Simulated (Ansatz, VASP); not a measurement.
## Zn: VASP beside Ansatz

```
Zn
1.0
     2.59268    0.00000    0.00000
     0.00000    4.89507    0.00000
     0.00000    0.00000   26.97508
Zn
12
Cartesian
  0.0000 3.6713 7.5000
  1.2963 1.2238 8.2484
  1.2963 3.6713 9.7453
  0.0000 1.2238 10.4938
  0.0000 3.6713 11.9907
  1.2963 1.2238 12.7391
  1.2963 3.6713 14.2360
  0.0000 1.2238 14.9844
  0.0000 3.6713 16.4813
  1.2963 1.2238 17.2298
  1.2963 3.6713 18.7266
  0.0000 1.2238 19.4751
```

Alike in both runs: task single point; functional PBEsol; k mesh 13 × 7 × 1; occupations gaussian, width 0.1 eV; no spin polarisation.

|  | VASP | Ansatz |
| --- | --- | --- |
| version | VASP 6.6.1 | Ansatz 0.2.0 |
| potentials or method | VASP PAW PBE potentials, release 64 (Zn), cutoff 520 eV | scalar-relativistic, plane waves, PAW |
| valence electrons in the cell | 144 | 144 |

VASP gave:

| Quantity | Value |
| --- | --- |
| gap on the k mesh at the Fermi level (eV) | none |
| rms of the force components (eV/Å) | 0.152 |

Task: What did Ansatz give for the same quantities?

Result: gap on the k mesh at the Fermi level (eV): none; rms of the force components (eV/Å): 0.150.

VASP's potentials were made for PBE, not for PBEsol. Atom by atom the forces differ by 0.007 eV/Å (rms over components). A gap of «none» marks a metal or a gap that the smearing closes. The functional is the same, so the differences come from potentials, cutoffs and numerics. Ansatz's warnings: xc potential rough in thin density.
